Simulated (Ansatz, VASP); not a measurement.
## P: VASP beside Ansatz

```xyz
1
Lattice="4.3567 0.0000 0.0000 0.0000 4.3567 0.0000 0.0000 0.0000 4.4639" Properties=species:S:1:pos:R:3 pbc="T T T"
P     0.0000    0.0000    0.0000
```

Change from the starting cell: volume scaled by 1.06.

Alike in both runs: task single point; functional PBE; k mesh 8 × 8 × 8; occupations fermi-dirac, width 0.03 eV; no spin polarisation.

|  | VASP | Ansatz |
| --- | --- | --- |
| version | VASP 6.6.1 | Ansatz 0.2.0 |
| potentials or method | VASP PAW PBE potentials, release 64 (P), cutoff 520 eV | all-electron LAPW, scalar-relativistic |

|  | VASP | Ansatz | Ansatz less VASP |
| --- | --- | --- | --- |
| pressure (GPa) | -3.2 | -3.2 | 0.00 |
| traceless stress, the component that is largest in VASP (GPa) | 0.22 | 0.22 | 0.000 |

Ansatz ran all-electron here, and VASP with PAW potentials.
